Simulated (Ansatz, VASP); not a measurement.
**Si4O7 in VASP and in Ansatz**

```
CELL_PARAMETERS angstrom
0.00000 4.23580 -2.68994
0.00000 -4.23580 -2.68994
-4.23580 0.00000 2.68994
ATOMIC_POSITIONS crystal
Si 0.25000 0.75000 0.50000
Si 0.75000 0.25000 0.50000
Si 0.00000 0.00000 0.00000
Si 0.50000 0.50000 0.00000
O 0.00000 0.30698 0.30698
O 0.55698 0.75000 0.80698
O 0.05698 0.25000 0.80698
O 0.00000 0.69302 0.69302
O 0.43740 0.09651 0.53391
O 0.94302 0.75000 0.19302
O 0.44302 0.25000 0.19302
```

Change from the starting cell: O vacancy; atom 9 moved 0.250 of the way to it and -0.375 Å across, host rigid.

Alike in both runs: task single point; functional PBE; k mesh 6 × 6 × 6; occupations gaussian, width 0.05 eV; no spin polarisation.

|  | VASP | Ansatz |
| --- | --- | --- |
| version | VASP 6.6.1 | Ansatz 0.2.0 |
| potentials or method | VASP PAW PBE potentials, release 64 (Si, O), cutoff 520 eV | scalar-relativistic, plane waves, PAW |
| valence electrons in the cell | 58 | 58 |

|  | VASP | Ansatz | Ansatz less VASP |
| --- | --- | --- | --- |
| gap on the k mesh at the Fermi level (eV) | 0.95 | 0.95 | +0.001 |
| least direct gap on the mesh (eV) | 1.45 | 1.46 | +0.002 |
| pressure (GPa) | 17.2 | 17.0 | -0.22 |
| traceless stress, the component that is largest in VASP (GPa) | 16.11 | 15.53 | -0.576 |
| rms of the force components (eV/Å) | 2.753 | 2.751 | -0.0023 |

Atom by atom the forces differ by 0.012 eV/Å (rms over components).
